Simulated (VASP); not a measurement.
# Y (Fm-3m) in VASP: further runs

The runs below take Y through single point, relaxation of cell and atoms, with PBEsol.

All numbers are computed with VASP 6.6.1; they aren't measurements. Logs are shortened: lines on timing, memory, paths and dates and some standing lists are left out, and cuts for length are marked.

## (1) The cell of the first run

The structure is cubic, space group Fm-3m (No. 225). Conventional cell: a = 5.473 Å, b = 5.473 Å, c = 5.473 Å, α = 90.00°, β = 90.00°, γ = 90.00°. Within 5.1 Å of Y (site symmetry m-3m) lie 12 Y at 3.87 Å.

## (2) Single point, PBEsol

Input file INCAR:

```
SYSTEM = Y
ALGO = Normal
EDIFF = 1E-6
ENCUT = 520
GGA = PS
ISIF = 2
ISMEAR = 0
LASPH = .TRUE.
LCHARG = .FALSE.
LREAL = .FALSE.
LWAVE = .FALSE.
NBANDS = 12
NELM = 100
PREC = Accurate
SIGMA = 0.1
```

Input file KPOINTS:

```
k-points
0
G
  6 6 6
  0 0 0
```

Input file POSCAR:

```
Y
1.0
    0.0000000000      2.7363175881      2.7363175881
    2.7363175881      0.0000000000      2.7363175881
    2.7363175881      2.7363175881      0.0000000000
Y
1
Direct
    0.0000000000      0.0000000000      0.0000000000
```

Potentials or basis: VASP PAW PBE potentials, release 64 (Y_sv).

Started as:

```bash
$ cat potpaw_PBE.64/Y_sv/POTCAR > POTCAR
$ mpirun -np 1 vasp_std > vasp.out
```

OUTCAR:

```text
SYSTEM = Y
   EDIFF = 1E-6
   ENCUT = 520
   GGA = PS
   ISIF = 2
   ISMEAR = 0
   LASPH = .TRUE.
   LREAL = .FALSE.
   NELM = 100
   PREC = Accurate

 ion  position               nearest neighbor table
   1  0.000  0.000  0.000-

  LATTYP: Found a face centered cubic cell.
 ALAT       =     5.4726351762

  Lattice vectors:

 A1 = (   0.0000000000,   2.7363175881,   2.7363175881)
 A2 = (   2.7363175881,   0.0000000000,   2.7363175881)
 A3 = (   2.7363175881,   2.7363175881,   0.0000000000)

Analysis of symmetry for initial positions (statically):
=====================================================================
 Subroutine PRICEL returns:
 Original cell was already a primitive cell.

 Routine SETGRP: Setting up the symmetry group for a
 face centered cubic supercell.

 Subroutine GETGRP returns: Found 48 space group operations
 (whereof 48 operations were pure point group operations)
 out of a pool of 48 trial point group operations.

The static configuration has the point symmetry O_h .

Analysis of symmetry for dynamics (positions and initial velocities):
=====================================================================
 Subroutine PRICEL returns:
 Original cell was already a primitive cell.

 Routine SETGRP: Setting up the symmetry group for a
 face centered cubic supercell.

 Subroutine GETGRP returns: Found 48 space group operations
 (whereof 48 operations were pure point group operations)
 out of a pool of 48 trial point group operations.

The dynamic configuration has the point symmetry O_h .

 Subroutine INISYM returns: Found 48 space group operations
 (whereof 48 operations are pure point group operations),
 and found     1 'primitive' translations

----------------------------------------------------------------------------------------

                                     Primitive cell

  volume of cell :      40.9760

  direct lattice vectors                    reciprocal lattice vectors
     0.000000000  2.736317588  2.736317588    -0.182727327  0.182727327  0.182727327
     2.736317588  0.000000000  2.736317588     0.182727327 -0.182727327  0.182727327
     2.736317588  2.736317588  0.000000000     0.182727327  0.182727327 -0.182727327

  length of vectors
     3.869737444  3.869737444  3.869737444     0.316493015  0.316493015  0.316493015

  position of ions in fractional coordinates (direct lattice)
     0.000000000  0.000000000  0.000000000

  ion indices of the primitive-cell ions
   primitive index   ion index
                 1           1
[... 71 lines left out ...]
   POTIM  = 0.5000    time-step for ionic-motion
   TEBEG  =    0.0;   TEEND  =   0.0 temperature during run
   PSTRESS=    0.0 pullay stress
   NELECT =      11.0000    total number of electrons
   NUPDOWN=      -1.0000    fix difference up-down
   EMIN   =  10.00;   EMAX   =-10.00  energy-range for DOS
   EFERMI =   0.00;   METHOD = LEGACY
   ISMEAR =     0;   SIGMA  =   0.10  broadening in eV -4-tet -1-fermi 0-gaus
   EFERMI_NEDOS =   21; number of points for ismear=-14 and -15
   IALGO  =     38    algorithm
   IMIX   =      4    mixing-type and parameters
     AMIX     =   0.40;   BMIX     =  1.00
     AMIX_MAG =   1.60;   BMIX_MAG =  1.00
  volume/ion in A,a.u.               =      40.98       276.52
  Fermi-wavevector in a.u.,A,eV,Ry     =   1.056078  1.995698 15.174581  1.115300
  Thomas-Fermi vector in A             =   2.191300
   LORBIT       =      0    0 simple, 1 ext, 2 COOP (PROOUT), +10 PAW based schemes
   GGA     = PS    functional components
   LHFCALC =     F    Hartree Fock is set to
   AEXX    =    0.0000 exact exchange contribution
   IVDW    =     0    specifies the selected vdW correction
   LEPSILON=     F    determine dielectric tensor
   LRPA    =     F    only Hartree local field effects (RPA)
 non-spin polarized calculation
 Gauss-broadening in eV      SIGMA  =   0.10
  energy-cutoff  :      520.00
  volume of cell :       40.98
 maximum number of plane-waves:      1113
 NGX is ok and might be reduce to    30
   NGX = 15   NGY = 15   NGZ = 15

 number of electron      11.0000001 magnetization

 Free energy of the ion-electron system (eV)
  ---------------------------------------------------
  ext. energy  EPLUGINS =         0.00000000
  ---------------------------------------------------
  free energy    TOTEN  =        -6.52074883 eV

  energy without entropy =       -6.51049754  energy(sigma->0) =       -6.51562318

 E-fermi :   1.9380     XC(G=0):  -8.7099

 val. band max:        1.8695189564   @ k =   0.5000   0.1667   0.0000
 cond. band min:       1.9798694964   @ k =   0.5000   0.3333   0.1667
 fundamental gap:      0.1103505400
 Fermi energy:         1.9379930857

 k-point     1 :       0.0000    0.0000    0.0000
  band No.  band energies     occupation
      1     -41.2903      2.00000
      2     -21.1078      2.00000
      3     -21.1078      2.00000
      4     -21.1078      2.00000
      5      -2.4063      2.00000
      6       3.4466      0.00000
      7       3.4466      0.00000
      8       3.4466      0.00000
      9       4.9395      0.00000
     10       4.9395      0.00000
     11      10.2895      0.00000
     12      12.8408      0.00000
[... 211 lines left out ...]
 k-point    16 :      -0.3333    0.5000    0.1667
  band No.  band energies     occupation
      1     -41.2601      2.00000
      2     -21.3107      2.00000
      3     -21.2378      2.00000
      4     -21.2027      2.00000
      5       1.1895      2.00000
      6       1.7292      1.99684
      7       2.5803      0.00000
      8       4.5062      0.00000
      9       6.3046      0.00000
     10       7.1724      0.00000
     11       7.5466      0.00000
     12       8.1458      0.00000

------------------------ aborting loop because EDIFF is reached ----------------------------------------

  FORCE on cell =-STRESS in cart. coord.  units (eV):
  Direction    XX          YY          ZZ          XY          YZ          ZX
  --------------------------------------------------------------------------------------
  -------------------------------------------------------------------------------------
  Total       -1.9248320     -1.9248320     -1.9248320     -0.0000000      0.0000000      0.0000000
  in kB      -75.2616811    -75.2616811    -75.2616811     -0.0000000      0.0000000      0.0000000
  external PRESSURE =     -75.2616811 kB  Pullay stress =       0.0000000 kB

 VOLUME and BASIS-vectors are now :
 -----------------------------------------------------------------------------
  energy-cutoff  :      520.00
  volume of cell :       40.98
      direct lattice vectors                 reciprocal lattice vectors
     0.000000000  2.736317588  2.736317588    -0.182727327  0.182727327  0.182727327
     2.736317588  0.000000000  2.736317588     0.182727327 -0.182727327  0.182727327
     2.736317588  2.736317588  0.000000000     0.182727327  0.182727327 -0.182727327

 POSITION                                       TOTAL-FORCE (eV/Angst)
 -----------------------------------------------------------------------------------
      0.00000      0.00000      0.00000        -0.000000      0.000000     -0.000000
 -----------------------------------------------------------------------------------
    total drift:                               -0.000000     -0.000000      0.000000

  FREE ENERGIE OF THE ION-ELECTRON SYSTEM (eV)
  ---------------------------------------------------
  free  energy   TOTEN  =        -6.5207488286 eV

  energy  without entropy=       -6.5104975385  energy(sigma->0) =       -6.51562318
```

OSZICAR:

```text
N       E                     dE             d eps       ncg     rms          rms(c)
DAV:   1     0.259240477500E+02    0.25924E+02   -0.55391E+03   384   0.815E+02
DAV:   2    -0.537025828773E+01   -0.31294E+02   -0.30479E+02   464   0.163E+02
DAV:   3    -0.682601984220E+01   -0.14558E+01   -0.14349E+01   548   0.232E+01
DAV:   4    -0.686811720467E+01   -0.42097E-01   -0.42079E-01   444   0.370E+00
DAV:   5    -0.686886233350E+01   -0.74513E-03   -0.74512E-03   532   0.400E-01    0.202E+01
DAV:   6    -0.659436280895E+01    0.27450E+00   -0.27514E-01   408   0.327E+00    0.123E+01
DAV:   7    -0.652584480000E+01    0.68518E-01   -0.37435E-01   432   0.373E+00    0.991E-01
DAV:   8    -0.652122314392E+01    0.46217E-02   -0.51009E-02   432   0.162E+00    0.223E-01
DAV:   9    -0.652095247169E+01    0.27067E-03   -0.10009E-03   476   0.271E-01    0.130E-01
DAV:  10    -0.652075845946E+01    0.19401E-03   -0.86815E-04   408   0.213E-01    0.637E-02
DAV:  11    -0.652074816616E+01    0.10293E-04   -0.78480E-05   440   0.723E-02    0.598E-03
DAV:  12    -0.652074882863E+01   -0.66247E-06   -0.23751E-06   460   0.111E-02
   1 F= -.65207488E+01 E0= -.65156232E+01  d E =-.102513E-01
```

Run time: 5.6 s. Hardware: 1 thread of Intel Xeon 6975P-C (Granite Rapids), shared host; peak memory 0.17 GiB.

What came out:

* Free energy: -6.5207 eV
* Pressure: -7.5 GPa

Levels at points of the mesh, in eV from the Fermi level:
| k point | band 2 | band 3 | band 4 | band 5 | band 6 | band 7 | band 8 | band 9 |
| --- | --- | --- | --- | --- | --- | --- | --- | --- |
| (0.00, 0.00, 0.00) | -23.05 | -23.05 | -23.05 | -4.34 | 1.51 | 1.51 | 1.51 | 3.00 |
| (0.50, 0.00, 0.00) | -23.30 | -23.08 | -23.08 | -1.72 | 0.18 | 1.40 | 1.40 | 4.07 |
| (0.50, 0.50, 0.00) | -23.28 | -23.14 | -23.14 | -1.29 | -0.53 | 1.32 | 4.07 | 4.36 |

Caveat: the PAW data sets were made with another functional, which shifts forces and pressure a little.

## (3) Single point, PBEsol

This run uses another cell than the first one, of 30.83 Å³/atom, 0.752 times its volume.

Input file INCAR:

```
SYSTEM = Y
PREC = Accurate ; ENCUT = 520
EDIFF = 1E-7 ; ISMEAR = 0
SIGMA = 0.1 ; LREAL = .FALSE.
LASPH = .TRUE. ; NELM = 60
ALGO = Normal ; ISIF = 2
LWAVE = .FALSE. ; LCHARG = .FALSE.
GGA = PS ; NBANDS = 12
```

Input file KPOINTS:

```
regular mesh
0
G
  14 14 14
  0 0 0
```

Input file POSCAR:

```
Y
1.0
    0.0000000000      2.4886819648      2.4886819648
    2.4886819648      0.0000000000      2.4886819648
    2.4886819648      2.4886819648      0.0000000000
Y
1
Direct
    0.0000000000      0.0000000000      0.0000000000
```

Potentials or basis: VASP PAW PBE potentials, release 64 (Y_sv).

Started as:

```bash
$ cat potpaw_PBE.64/Y_sv/POTCAR > POTCAR
$ mpirun -np 1 vasp_std > vasp.out
```

OUTCAR:

```text
SYSTEM = Y
   PREC = Accurate
   ENCUT = 520
   EDIFF = 1E-7
   ISMEAR = 0
   LREAL = .FALSE.
   LASPH = .TRUE.
   NELM = 60
   ISIF = 2
   GGA = PS

 ion  position               nearest neighbor table
   1  0.000  0.000  0.000-

  LATTYP: Found a face centered cubic cell.
 ALAT       =     4.9773639296

  Lattice vectors:
[... 537 lines left out ...]
      6       3.6738      0.00000
      7       5.0795      0.00000
      8       5.7605      0.00000
      9       6.5981      0.00000
     10       7.8698      0.00000
     11      13.6694      0.00000
     12      15.5850      0.00000

 [... further k-points ...]

------------------------ aborting loop because EDIFF is reached ----------------------------------------

  FORCE on cell =-STRESS in cart. coord.  units (eV):
  Direction    XX          YY          ZZ          XY          YZ          ZX
  --------------------------------------------------------------------------------------
  -------------------------------------------------------------------------------------
  Total       -0.0265003     -0.0265003     -0.0265003     -0.0000000     -0.0000000      0.0000000
  in kB       -1.3772827     -1.3772827     -1.3772827     -0.0000000     -0.0000000      0.0000000
  external PRESSURE =      -1.3772827 kB  Pullay stress =       0.0000000 kB

 VOLUME and BASIS-vectors are now :
 -----------------------------------------------------------------------------
  energy-cutoff  :      520.00
  volume of cell :       30.83
      direct lattice vectors                 reciprocal lattice vectors
     0.000000000  2.488681965  2.488681965    -0.200909561  0.200909561  0.200909561
     2.488681965  0.000000000  2.488681965     0.200909561 -0.200909561  0.200909561
     2.488681965  2.488681965  0.000000000     0.200909561  0.200909561 -0.200909561

 POSITION                                       TOTAL-FORCE (eV/Angst)
 -----------------------------------------------------------------------------------
      0.00000      0.00000      0.00000         0.000000     -0.000000     -0.000000
 -----------------------------------------------------------------------------------
    total drift:                               -0.000000     -0.000000     -0.000000

  FREE ENERGIE OF THE ION-ELECTRON SYSTEM (eV)
  ---------------------------------------------------
  free  energy   TOTEN  =        -6.8052536766 eV

  energy  without entropy=       -6.7970115458  energy(sigma->0) =       -6.80113261
```

stdout:

```text
POSCAR found type information on POSCAR Y
 POSCAR found :  1 types and       1 ions
 scaLAPACK will be used
 -----------------------------------------------------------------------------
|                                                                             |
|                                                                             |
|     You enforced a specific xc type in the INCAR file but a different       |
|     I HOPE YOU KNOW WHAT YOU ARE DOING!                                     |
|                                                                             |
 -----------------------------------------------------------------------------

 LDA part: xc-table for (Slater+PW92), standard interpolation
 POSCAR, INCAR and KPOINTS ok, starting setup
 FFT: planning ... GRIDC
 FFT: planning ... GRID_SOFT
 FFT: planning ... GRID
 WAVECAR not read
 entering main loop
```

It took 80 s on 1 thread of AMD EPYC 7R13, shared host; peak memory 0.17 GiB.

Results:

```yaml
Free_energy: -6.8053 eV
Pressure: -0.1 GPa
```

Caveat: the PAW data sets were made with another functional, which shifts forces and pressure a little.

## (4) Relaxation of cell and atoms, PBEsol

This run uses another cell than the first one, of 30.83 Å³/atom, 0.752 times its volume.

Input file INCAR:

```
SYSTEM = Y
PREC = Accurate ; ENCUT = 600
EDIFF = 1E-6 ; ISMEAR = 0
SIGMA = 0.1 ; LREAL = .False.
LASPH = .True. ; NELM = 60
ALGO = Normal ; ISIF = 3
LWAVE = .False. ; LCHARG = .False.
GGA = PS ; IBRION = 2
NSW = 80 ; EDIFFG = -0.01
```

Input file KPOINTS:

```
Automatic mesh
0
Gamma
  14 14 14
  0 0 0
```

POSCAR is that of step 3.

Started as:

```bash
$ cat potpaw_PBE.64/Y_sv/POTCAR > POTCAR
$ mpirun -np 1 vasp_std > vasp.out
```

Run time: 2.5 min. Hardware: 1 thread of AMD EPYC 7R13, shared host; peak memory 0.18 GiB.

It converged, with:

```
Free energy                            : -6.8054 eV
Relaxed volume                         : 30.74 Å³/atom
Relaxed cell                           : a = 3.516 Å, b = 3.516 Å, c = 3.516 Å, α = 60.00°, β = 60.00°, γ = 60.00°
Space group after relaxing (to 0.05 Å) : Fm-3m (No. 225)
Energy gained by relaxing              : 0.0 meV/atom
Ionic steps                            : 3
Pressure after relaxing                : 0.0 GPa
```

Final structure:
```cif
data_structure
_symmetry_space_group_name_H-M 'P 1'
_symmetry_Int_Tables_number 1
_cell_length_a 3.5161
_cell_length_b 3.5161
_cell_length_c 3.5161
_cell_angle_alpha 60.000
_cell_angle_beta 60.000
_cell_angle_gamma 60.000
_cell_volume 30.74
loop_
_atom_site_label
_atom_site_type_symbol
_atom_site_fract_x
_atom_site_fract_y
_atom_site_fract_z
_atom_site_occupancy
Y1 Y 0.00000 0.00000 0.00000 1
```

Levels at points of the mesh, in eV from the Fermi level:
| k point | band 1 | band 2 | band 3 | band 4 | band 5 | band 6 | band 7 | band 8 | band 9 |
| --- | --- | --- | --- | --- | --- | --- | --- | --- | --- |
| (0.00, 0.00, 0.00) | -42.46 | -22.13 | -22.13 | -22.13 | -4.87 | 1.83 | 1.83 | 1.83 | 3.98 |
| (0.50, 0.00, 0.00) | -42.38 | -22.82 | -22.22 | -22.22 | -2.08 | 0.79 | 1.64 | 1.64 | 5.56 |
| (0.50, 0.50, 0.00) | -42.35 | -22.78 | -22.38 | -22.38 | -1.90 | -1.00 | 2.33 | 5.57 | 6.02 |

Caveat: the PAW data sets were made with another functional, which shifts forces and pressure a little.

## (5) Relaxation of cell and atoms, PBEsol

Input file INCAR:

```
PREC     = Accurate       # precision mode
ENCUT    = 600            # plane-wave cutoff, eV
EDIFF    = 1E-6           # SCF threshold, eV
ISMEAR   = 0              # smearing method
SIGMA    = 0.1            # smearing width, eV
LREAL    = False          # projectors in reciprocal space
LASPH    = True           # aspherical terms in the spheres
NELM     = 60             # most SCF steps
ALGO     = Normal         # electronic algorithm
ISIF     = 3              # what is computed and relaxed
LWAVE    = False          # write WAVECAR
LCHARG   = False          # write CHGCAR
GGA      = PS             # functional
IBRION   = 2              # ionic algorithm
NSW      = 80             # ionic steps
EDIFFG   = -0.01          # ionic threshold
```

Input file KPOINTS:

```
regular mesh
0
Gamma
  14 14 14
```

Input file POSCAR:

```
Y
1.0
    0.0000000000      2.7363175881      2.7363175881
    2.7363175881      0.0000000000      2.7363175881
    2.7363175881      2.7363175881      0.0000000000
Y
1
Direct
    0.0000000000      0.0000000000      0.0000000000
```

Started as:

```bash
$ cat potpaw_PBE.64/Y_sv/POTCAR > POTCAR
$ mpirun -np 1 vasp_std > vasp.out
```

Wall time 2.4 min (1 thread of AMD EPYC 7R13, shared host); peak memory 0.21 GiB.

It converged, with:

```
Free energy                            : -6.8056 eV
Relaxed volume                         : 30.71 Å³/atom
Relaxed cell                           : a = 3.515 Å, b = 3.515 Å, c = 3.515 Å, α = 60.00°, β = 60.00°, γ = 60.00°
Space group after relaxing (to 0.05 Å) : Fm-3m (No. 225)
Energy gained by relaxing              : 294.1 meV/atom
Ionic steps                            : 3
Pressure after relaxing                : 0.0 GPa
```

The path:
| step | energy change (eV) | largest force (eV/Å) | pressure (GPa) | volume (Å³) |
| --- | --- | --- | --- | --- |
| 1 | 0.0000 | 0.0000 | -7.47 | 40.98 |
| 2 | -0.2941 | 0.0000 | 0.07 | 30.66 |
| 3 | -0.2941 | 0.0000 | 0.01 | 30.71 |

Final structure:
```cif
data_structure
_symmetry_space_group_name_H-M 'P 1'
_symmetry_Int_Tables_number 1
_cell_length_a 3.5151
_cell_length_b 3.5151
_cell_length_c 3.5151
_cell_angle_alpha 60.000
_cell_angle_beta 60.000
_cell_angle_gamma 60.000
_cell_volume 30.71
loop_
_atom_site_label
_atom_site_type_symbol
_atom_site_fract_x
_atom_site_fract_y
_atom_site_fract_z
_atom_site_occupancy
Y1 Y 0.00000 0.00000 0.00000 1
```

Levels at points of the mesh, in eV from the Fermi level:
```
           k point  band 2  band 3  band 4  band 5  band 6  band 7  band 8  band 9
(0.00, 0.00, 0.00)  -22.13  -22.13  -22.13   -4.87    1.83    1.83    1.83    3.99
(0.50, 0.00, 0.00)  -22.82  -22.22  -22.22   -2.08    0.80    1.64    1.64    5.57
(0.50, 0.50, 0.00)  -22.78  -22.38  -22.38   -1.90   -1.00    2.34    5.58    6.02
```

Caveat: the volume moved by over 15 % at a fixed basis, so the end points are rough; the PAW data sets were made with another functional, which shifts forces and pressure a little.

## (6) Overview

```csv
task,cell,k mesh,cutoff (eV),gap on the mesh (eV),pressure (GPa),relaxed volume (Å³/atom)
single point,"a = 3.870 Å, angles 60.0°, 1 atom",6 × 6 × 6,520,none,-7.5,-
single point,"a = 3.520 Å, angles 60.0°, 1 atom",14 × 14 × 14,520,none,-0.1,-
relaxation of cell and atoms,"relaxed from a = 3.520 Å, angles 60.0°, 1 atom",14 × 14 × 14,600,none,0.0,30.74
relaxation of cell and atoms,"relaxed from a = 3.870 Å, angles 60.0°, 1 atom",14 × 14 × 14,600,none,0.0,30.71
```

Alike in all rows: level PBEsol; potentials or basis VASP PAW PBE potentials, release 64 (Y_sv); no spin polarisation; smearing gaussian 0.1 eV.

Caveats: the PAW data sets were made with another functional, which shifts forces and pressure a little; the volume moved by over 15 % at a fixed basis, so the end points are rough (some runs).

Absolute energies hang on the potentials; compare differences alone.
